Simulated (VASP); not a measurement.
Set up this calculation in VASP 6.6.1, as the native input.

```
Task                   : single point
Functional             : PBE
Dispersion             : D3(BJ)
Potentials or basis    : VASP PAW PBE potentials, release 64 (O, H, C)
Cutoff                 : 520 eV
k mesh                 : 1 × 1 × 1
Occupations            : fermi-dirac, width 0.05 eV
Spin                   : no spin polarisation
Dipole correction      : no
Further INCAR settings : LREAL = Auto; ALGO = Normal; EDIFF = 1e-06; NBANDS = 49
```

The structure of H16CO7 lies in POSCAR:

```
H16CO7
1.0
    6.2743050000      0.0000000000      0.0000000000
    0.0000000000      6.2743050000      0.0000000000
    0.0000000000      0.0000000000      6.2743050000
O H C
7 16 1
Direct
    0.4025784529      0.1107373645      0.8748060542
    0.0754665258     -0.1419121321      1.0716884181
    0.7022929233      0.7807398588      0.6335522420
    0.3266337865      0.4725463617      0.6764892685
    0.7774406886      0.4918632422      0.9700516631
    0.4777580943      0.6999340963      0.2041341631
    0.8692596232      0.2190840260      0.2687309590
    0.3672598001      0.2334760583      0.7744921549
    0.4746501804      0.1563838545      0.9996963807
    0.1439840747     -0.0391119016      0.9639952154
    0.1959260826     -0.2100949826      1.1342770235
    0.6316396796      0.8794918322      0.7220879444
    0.6934632601      0.6495540143      0.7115369750
    0.3797073939      0.5678238466      0.8002320576
    0.3893498961      0.5153240080      0.5493357432
    0.8251431832      0.3747666076      1.0660782350
    0.8865683131      0.6042740989      0.9759009165
    0.5569859929      0.6090236289      0.1042187143
    0.5566672325      0.7360177741      0.3369456856
    1.0116817719      0.4912416594      0.4177833242
    0.9518504440      0.0916117403      0.2083418004
    0.9997441948      0.2407119195      0.5812277216
    1.1643042536      0.2691453476      0.3382844793
    1.0192204555      0.3200991982      0.4237122677
```

One way to write it, as run:

INCAR

```
PREC     = Accurate       # precision mode
ENCUT    = 520            # plane-wave cutoff, eV
EDIFF    = 1E-6           # SCF threshold, eV
ISMEAR   = -1             # smearing method
SIGMA    = 0.05           # smearing width, eV
LREAL    = Auto         
LASPH    = T              # aspherical terms in the spheres
NELM     = 80             # most SCF steps
ALGO     = Normal         # electronic algorithm
ISIF     = 2              # what is computed and relaxed
LWAVE    = F              # write WAVECAR
LCHARG   = F              # write CHGCAR
GGA      = PE             # functional
IVDW     = 12             # dispersion correction
NBANDS   = 49             # bands
```

KPOINTS

```
regular mesh
0
Gamma
  1 1 1
```

Potentials or basis: VASP PAW PBE potentials, release 64 (O, H, C).

The run is started by

```sh
$ cat potpaw_PBE.64/O/POTCAR potpaw_PBE.64/H/POTCAR potpaw_PBE.64/C/POTCAR > POTCAR
$ mpirun -np 1 vasp_gam > vasp.out
```

Results of the run:

```yaml
Pressure: -0.4 GPa
Largest_force: 4.195 eV/Å
Dispersion_energy_per_atom: -0.033 eV
```

Caveat: the k points lie up to 1.00 Å⁻¹ apart.

Run time: 16 s on 1 thread of Intel(R) Xeon(R) Platinum 8559C (Emerald Rapids), with other jobs on the host, peak memory 0.29 GiB.
